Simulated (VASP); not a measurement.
Input of a VASP 6.6.1 run:

The input INCAR:

```
SYSTEM = RbIr3
PREC     = Accurate       ! precision mode
ENCUT    = 520            ! plane-wave cutoff, eV
EDIFF    = 1E-7           ! SCF threshold, eV
ISMEAR   = 0              ! smearing method
SIGMA    = 0.1            ! smearing width, eV
LREAL    = .False.        ! projectors in reciprocal space
LASPH    = .True.         ! aspherical terms in the spheres
NELM     = 80             ! most SCF steps
ALGO     = Fast           ! electronic algorithm
ISIF     = 2              ! what is computed and relaxed
LWAVE    = .False.        ! write WAVECAR
LCHARG   = .False.        ! write CHGCAR
GGA      = PE             ! functional
NBANDS   = 46             ! bands
```

The input KPOINTS:

```
regular mesh
0
Gamma
  6 6 8
  0 0 0
```

Contents of POSCAR:

```
RbIr3
1.0
    7.8079411123      0.0000000000      0.0000000000
   -3.9039705562      6.7618753545      0.0000000000
    0.0000000000      0.0000000000      4.4825994870
Rb Ir
2 6
Direct
    0.3333333333      0.6666666667      0.2500000000
    0.6666666667      0.3333333333      0.7500000000
    0.8932604272      0.7865208545      0.2500000000
    0.1067395728      0.8932604272      0.7500000000
    0.2134791455      0.1067395728      0.2500000000
    0.1067395728      0.2134791455      0.7500000000
    0.8932604272      0.1067395728      0.2500000000
    0.7865208545      0.8932604272      0.7500000000
```

Potentials or basis: VASP PAW PBE potentials, release 64 (Rb_sv, Ir).

The run is started by

```bash
$ cat potpaw_PBE.64/Rb_sv/POTCAR potpaw_PBE.64/Ir/POTCAR > POTCAR
$ mpirun -np 1 vasp_std > vasp.out
```

Task: What does it give for the pressure?

Result: 0.3 GPa.

Task: Predict the largest force.

Result: 0.089 eV/Å.

Task: Estimate the band gap on the k mesh.

Result: Zero (bands 36 and 37 overlap by 0.56 eV).

Forces on the atoms (eV/Å):
```
Rb   0.000  0.000  0.000
Rb   0.000  0.000  0.000
Ir   0.000 -0.089  0.000
Ir   0.078 -0.045  0.000
Ir   0.078  0.045  0.000
Ir   0.000  0.089  0.000
Ir  -0.078  0.045  0.000
Ir  -0.078 -0.045  0.000
```

Caveat: spin-orbit coupling is left out, which moves the levels of the heavy elements.
